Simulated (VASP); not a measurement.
# Co (Fm-3m) in VASP: relaxation of cell and atoms with PBE

Aim: the relaxation of cell and atoms of Co with PBE.

Program: VASP 6.6.1. These are calculated values, not measurements. Logs are shortened: lines on timing, memory, paths and dates and some standing lists are left out, and cuts for length are marked.

### 1 The cell of the first run

Symmetry: Fm-3m, No. 225, cubic system. The conventional cell has a = 3.526 Å, b = 3.526 Å, c = 3.526 Å, α = 90.00°, β = 90.00°, γ = 90.00°. Co (site symmetry m-3m) has 12 Co at 2.49 Å within 3.3 Å.

This isn't the form of Co at room conditions, which is hcp.

### 2 Relaxation of cell and atoms, PBE, collinear spin, ferromagnetic start

INCAR

```
SYSTEM = Co
PREC = Accurate
ENCUT = 600
EDIFF = 1E-6
ISMEAR = 0
SIGMA = 0.1
LREAL = .FALSE.
LASPH = .TRUE.
NELM = 150
ALGO = Normal
ISIF = 3
LWAVE = .FALSE.
LCHARG = .FALSE.
ISPIN = 2
MAGMOM = 1.94
LORBIT = 11
LMAXMIX = 4
GGA = PE
IBRION = 2
NSW = 80
EDIFFG = -0.01
```

KPOINTS

```
regular mesh
0
G
  20 20 20
  0 0 0
```

POSCAR

```
Co
1.0
    0.0000000000      1.7630079468      1.7630079468
    1.7630079468      0.0000000000      1.7630079468
    1.7630079468      1.7630079468      0.0000000000
Co
1
Direct
    0.0000000000      0.0000000000      0.0000000000
```

Potentials or basis: VASP PAW PBE potentials, release 64 (Co).

On the command line:

```bash
$ cat potpaw_PBE.64/Co/POTCAR > POTCAR
$ mpirun -np 1 vasp_std > vasp.out
```

OUTCAR:

```text
SYSTEM = Co
   PREC = Accurate
   ENCUT = 600
   EDIFF = 1E-6
   ISMEAR = 0
   LREAL = .FALSE.
   LASPH = .TRUE.
   NELM = 150
   ISIF = 3
   ISPIN = 2
   LORBIT = 11
   GGA = PE
   IBRION = 2
   NSW = 80
   EDIFFG = -0.01

 ion  position               nearest neighbor table
   1  0.000  0.000  0.000-

  LATTYP: Found a face centered cubic cell.
 ALAT       =     3.5260158936

  Lattice vectors:

 A1 = (   0.0000000000,   1.7630079468,   1.7630079468)
 A2 = (   1.7630079468,   0.0000000000,   1.7630079468)
 A3 = (   1.7630079468,   1.7630079468,   0.0000000000)

Analysis of symmetry for initial positions (statically):
=====================================================================
 Subroutine PRICEL returns:
 Original cell was already a primitive cell.

 Routine SETGRP: Setting up the symmetry group for a
 face centered cubic supercell.

 Subroutine GETGRP returns: Found 48 space group operations
 (whereof 48 operations were pure point group operations)
 out of a pool of 48 trial point group operations.

The static configuration has the point symmetry O_h .

Analysis of symmetry for dynamics (positions and initial velocities):
=====================================================================
 Subroutine PRICEL returns:
 Original cell was already a primitive cell.

 Routine SETGRP: Setting up the symmetry group for a
 face centered cubic supercell.

 Subroutine GETGRP returns: Found 48 space group operations
 (whereof 48 operations were pure point group operations)
 out of a pool of 48 trial point group operations.

The dynamic configuration has the point symmetry O_h .

Analysis of structural, dynamic, and magnetic symmetry:
=====================================================================
 Subroutine PRICEL returns:
 Original cell was already a primitive cell.

 Routine SETGRP: Setting up the symmetry group for a
 face centered cubic supercell.

 Subroutine GETGRP returns: Found 48 space group operations
 (whereof 48 operations were pure point group operations)
 out of a pool of 48 trial point group operations.

The overall configuration has the point symmetry O_h .

 Subroutine INISYM returns: Found 48 space group operations
 (whereof 48 operations are pure point group operations),
 and found     1 'primitive' translations

----------------------------------------------------------------------------------------

                                     Primitive cell

  volume of cell :      10.9596

  direct lattice vectors                    reciprocal lattice vectors
     0.000000000  1.763007947  1.763007947    -0.283606209  0.283606209  0.283606209
     1.763007947  0.000000000  1.763007947     0.283606209 -0.283606209  0.283606209
     1.763007947  1.763007947  0.000000000     0.283606209  0.283606209 -0.283606209

  length of vectors
     2.493269749  2.493269749  2.493269749     0.491220363  0.491220363  0.491220363

  position of ions in fractional coordinates (direct lattice)
     0.000000000  0.000000000  0.000000000

  ion indices of the primitive-cell ions
   primitive index   ion index
                 1           1

----------------------------------------------------------------------------------------

 KPOINTS: regular mesh

Automatic generation of k-mesh.
 Grid dimensions read from file:
 generate k-points for:   20   20   20

 Generating k-lattice:

  Cartesian coordinates                     Fractional coordinates (reciprocal lattice)
    -0.014180310  0.014180310  0.014180310     0.050000000  0.000000000  0.000000000
     0.014180310 -0.014180310  0.014180310     0.000000000  0.050000000  0.000000000
     0.014180310  0.014180310 -0.014180310     0.000000000  0.000000000  0.050000000

  Length of vectors
     0.024561018  0.024561018  0.024561018

  Shift w.r.t. Gamma in fractional coordinates (k-lattice)
     0.000000000  0.000000000  0.000000000

 Subroutine IBZKPT returns following result:
 ===========================================

 Found    256 irreducible k-points:

 Following reciprocal coordinates:
            Coordinates               Weight
  0.000000  0.000000  0.000000      1.000000
  0.050000  0.000000  0.000000      8.000000
  0.100000  0.000000  0.000000      8.000000
  0.150000  0.000000  0.000000      8.000000
  0.200000  0.000000  0.000000      8.000000
  0.250000  0.000000  0.000000      8.000000
[... 16 lines left out ...]
 -0.400000  0.050000  0.000000     24.000000
 -0.350000  0.050000  0.000000     24.000000
 [... further k-points ...]
   k-points           NKPTS =    256   k-points in BZ     NKDIM =    256   number of bands    NBANDS=      9
   number of dos      NEDOS =    301   number of ions     NIONS =      1
   total plane-waves  NPLWV =   8000
   dimension x,y,z NGX =    20 NGY =   20 NGZ =   20
   dimension x,y,z NGXF=    40 NGYF=   40 NGZF=   40
   ions per type =               1
   NGX,Y,Z   is equivalent  to a cutoff of  13.34, 13.34, 13.34 a.u.
   NGXF,Y,Z  is equivalent  to a cutoff of  26.67, 26.67, 26.67 a.u.
 SYSTEM =  Co
   PREC   = accura    normal or accurate (medium, high low for compatibility)
   ISTART =      0    job   : 0-new  1-cont  2-samecut
   ICHARG =      2    charge: 1-file 2-atom 10-const
   ISPIN  =      2    spin polarized calculation?
   LNONCOLLINEAR =      F non collinear calculations
   LSORBIT =      F    spin-orbit coupling
   LASPH  =      T    aspherical Exc in radial PAW
   ENCUT  =  600.0 eV  44.10 Ry    6.64 a.u.   4.98  4.98  4.98*2*pi/ulx,y,z
   NELM   =    150;   NELMIN=  2; NELMDL= -5     # of ELM steps
   EDIFF  = 0.1E-05   stopping-criterion for ELM
   LREAL  =      F    real-space projection
   EDIFFG = -.1E-01   stopping-criterion for IOM
   NSW    =     80    number of steps for IOM
   IBRION =      2    ionic relax: 0-MD 1-quasi-New 2-CG
   NFREE  =      1    steps in history (QN), initial steepest desc. (CG)
   ISIF   =      3    stress and relaxation
   ISYM   =      2    0-nonsym 1-usesym 2-fastsym
   POTIM  = 0.5000    time-step for ionic-motion
   TEBEG  =    0.0;   TEEND  =   0.0 temperature during run
   PSTRESS=    0.0 pullay stress
   NELECT =       9.0000    total number of electrons
   NUPDOWN=      -1.0000    fix difference up-down
   EMIN   =  10.00;   EMAX   =-10.00  energy-range for DOS
   EFERMI =   0.00;   METHOD = LEGACY
   ISMEAR =     0;   SIGMA  =   0.10  broadening in eV -4-tet -1-fermi 0-gaus
   EFERMI_NEDOS =   21; number of points for ismear=-14 and -15
   IALGO  =     38    algorithm
   IMIX   =      4    mixing-type and parameters
     AMIX     =   0.40;   BMIX     =  1.00
     AMIX_MAG =   1.60;   BMIX_MAG =  1.00
  volume/ion in A,a.u.               =      10.96        73.96
  Fermi-wavevector in a.u.,A,eV,Ry     =   1.533056  2.897056 31.977245  2.350261
  Thomas-Fermi vector in A             =   2.640176
   LORBIT       =     11    0 simple, 1 ext, 2 COOP (PROOUT), +10 PAW based schemes
   GGA     = PE    functional components
   LHFCALC =     F    Hartree Fock is set to
   AEXX    =    0.0000 exact exchange contribution
   IVDW    =     0    specifies the selected vdW correction
   LEPSILON=     F    determine dielectric tensor
   LRPA    =     F    only Hartree local field effects (RPA)
 conjugate gradient relaxation of ions
 spin polarized calculation
 Gauss-broadening in eV      SIGMA  =   0.10
  energy-cutoff  :      600.00
  volume of cell :       10.96
 maximum number of plane-waves:       380
   NGX =  9   NGY =  9   NGZ =  9

--------------------------------------- Ionic step        1  -------------------------------------------

 number of electron       8.9999998 magnetization       1.6378918

 Free energy of the ion-electron system (eV)
  ---------------------------------------------------
  ext. energy  EPLUGINS =         0.00000000
  ---------------------------------------------------
  free energy    TOTEN  =        -7.02169697 eV

  energy without entropy =       -7.01567847  energy(sigma->0) =       -7.01868772

------------------------ aborting loop because EDIFF is reached ----------------------------------------

  FORCE on cell =-STRESS in cart. coord.  units (eV):
  Direction    XX          YY          ZZ          XY          YZ          ZX
  --------------------------------------------------------------------------------------
  -------------------------------------------------------------------------------------
  Total       -0.1220755     -0.1220755     -0.1220755      0.0000000     -0.0000000     -0.0000000
  in kB      -17.8462198    -17.8462198    -17.8462198      0.0000000     -0.0000000     -0.0000000
  external PRESSURE =     -17.8462198 kB  Pullay stress =       0.0000000 kB

 VOLUME and BASIS-vectors are now :
 -----------------------------------------------------------------------------
  energy-cutoff  :      600.00
  volume of cell :       10.96
      direct lattice vectors                 reciprocal lattice vectors
     0.000000000  1.763007947  1.763007947    -0.283606209  0.283606209  0.283606209
     1.763007947  0.000000000  1.763007947     0.283606209 -0.283606209  0.283606209
     1.763007947  1.763007947  0.000000000     0.283606209  0.283606209 -0.283606209
[... 36 lines left out ...]
 POSITION                                       TOTAL-FORCE (eV/Angst)
 -----------------------------------------------------------------------------------
      1.75263     -0.00000      1.75263         0.000000     -0.000000      0.000000
 -----------------------------------------------------------------------------------
    total drift:                               -0.000000     -0.000000     -0.000000

  FREE ENERGIE OF THE ION-ELECTRON SYSTEM (eV)
  ---------------------------------------------------
  free  energy   TOTEN  =        -7.0216603250 eV

  energy  without entropy=       -7.0157866122  energy(sigma->0) =       -7.01872347

--------------------------------------- Ionic step        3  -------------------------------------------

 number of electron       8.9999996 magnetization       1.6338926

 Free energy of the ion-electron system (eV)
  ---------------------------------------------------
  ext. energy  EPLUGINS =         0.00000000
  ---------------------------------------------------
  free energy    TOTEN  =        -7.02224979 eV

  energy without entropy =       -7.01630788  energy(sigma->0) =       -7.01927883

 E-fermi :  10.3386     XC(G=0): -13.3971

 val. band max:       10.3342073609   @ k =   0.3000   0.2000   0.0500
 cond. band min:      10.3394210665   @ k =   0.4000   0.2500   0.0000
 fundamental gap:      0.0052137056
 Fermi energy:        10.3385847905

 spin component 1

 k-point     1 :       0.0000    0.0000    0.0000
  band No.  band energies     occupation
      1       1.3273      1.00000
      2       7.6215      1.00000
      3       7.6215      1.00000
      4       7.6215      1.00000
      5       8.6554      1.00000
      6       8.6554      1.00000
      7      33.3650      0.00000
      8      37.7000      0.00000
      9      37.7000      0.00000

 k-point     2 :       0.0500    0.0000    0.0000
  band No.  band energies     occupation
      1       1.4269      1.00000
      2       7.5935      1.00000
      3       7.6459      1.00000
      4       7.6459      1.00000
      5       8.6449      1.00000
      6       8.6449      1.00000
      7      33.1604      0.00000
      8      36.3925      0.00000
      9      37.5148      0.00000
[... 253 lines left out ...]
 k-point    24 :      -0.3500    0.0500    0.0000
  band No.  band energies     occupation
      1       4.9252      1.00000
      2       7.5773      1.00000
      3       7.6297      1.00000
      4       8.0385      1.00000
      5       9.1818      1.00000
      6       9.5917      1.00000
      7      19.8315      0.00000
      8      31.7350      0.00000
      9      34.3202      0.00000

 [... further k-points ...]

 spin component 2

 k-point     1 :       0.0000    0.0000    0.0000
  band No.  band energies     occupation
      1       1.3440      1.00000
      2       9.1896      1.00000
      3       9.1896      1.00000
      4       9.1896      1.00000
      5      10.6450      0.00001
      6      10.6450      0.00001
      7      33.0474      0.00000
      8      37.8572      0.00000
      9      37.8572      0.00000

 k-point     2 :       0.0500    0.0000    0.0000
  band No.  band energies     occupation
      1       1.4439      1.00000
      2       9.1535      1.00000
      3       9.2164      1.00000
      4       9.2164      1.00000
      5      10.6318      0.00002
      6      10.6318      0.00002
      7      32.8978      0.00000
      8      36.5357      0.00000
      9      37.7003      0.00000
[... 286 lines left out ...]
 POSITION                                       TOTAL-FORCE (eV/Angst)
 -----------------------------------------------------------------------------------
      0.00000      0.00000      0.00000         0.000000      0.000000     -0.000000
 -----------------------------------------------------------------------------------
    total drift:                               -0.000000     -0.000000     -0.000000

  FREE ENERGIE OF THE ION-ELECTRON SYSTEM (eV)
  ---------------------------------------------------
  free  energy   TOTEN  =        -7.0222497925 eV

  energy  without entropy=       -7.0163078774  energy(sigma->0) =       -7.01927883

 reached required accuracy - stopping structural energy minimisation

 total charge

# of ion       s       p       d       tot
------------------------------------------
    1        0.489   0.522   7.257   8.269

 magnetization (x)

# of ion       s       p       d       tot
------------------------------------------
    1       -0.013  -0.049   1.713   1.652
```

It took 2.4 min on 1 thread of AMD EPYC 7R43 (Zen 3), shared host; peak memory 0.14 GiB.

Results:

```
Free energy                                           : -7.0222 eV
Relaxed volume                                        : 10.86 Å³/atom
Relaxed cell                                          : a = 2.486 Å, b = 2.486 Å, c = 2.486 Å, α = 60.00°, β = 60.00°, γ = 60.00°
Space group after relaxing (to 0.1 Å)                 : Fm-3m (No. 225)
Energy gained by relaxing                             : 0.6 meV/atom
Ionic steps                                           : 3
Pressure after relaxing                               : 0.1 GPa
Net moment                                            : 1.63 μB per cell
Site moments                                          : Co +1.65 μB
Valence electrons inside the program's atomic spheres : Co 8.27
```

Step by step:
```tsv
step	energy change (eV)	largest force (eV/Å)	pressure (GPa)	volume (Å³)
1	0.0000	0.0000	-1.78	10.96
2	0.0000	0.0000	1.99	10.77
3	-0.0006	0.0000	0.07	10.86
```

Final structure:
```
Co
1.0
     0.00000    1.75783    1.75783
     1.75783    0.00000    1.75783
     1.75783    1.75783    0.00000
Co
1
Direct
  0.00000 0.00000 0.00000
```

Levels at points of the mesh, in eV from the Fermi level:
Spin up:
```tsv
k point	band 2	band 3	band 4	band 5	band 6	band 7	band 8	band 9
(0.00, 0.00, 0.00)	-2.72	-2.72	-2.72	-1.68	-1.68	23.03	27.36	27.36
(0.50, 0.00, 0.00)	-2.85	-2.85	-0.78	-0.78	-0.29	6.11	21.59	24.87
(0.50, 0.50, 0.00)	-4.65	-0.90	-0.52	-0.52	2.51	9.56	14.87	14.87
```
Spin down:
| k point | band 1 | band 2 | band 3 | band 4 | band 5 | band 6 | band 7 | band 8 |
| --- | --- | --- | --- | --- | --- | --- | --- | --- |
| (0.00, 0.00, 0.00) | -8.99 | -1.15 | -1.15 | -1.15 | 0.31 | 0.31 | 22.71 | 27.52 |
| (0.50, 0.00, 0.00) | -4.30 | -1.16 | -1.16 | -0.34 | 1.12 | 1.12 | 7.12 | 21.29 |
| (0.50, 0.50, 0.00) | -4.10 | -3.40 | 1.18 | 1.29 | 1.29 | 2.52 | 10.47 | 15.04 |
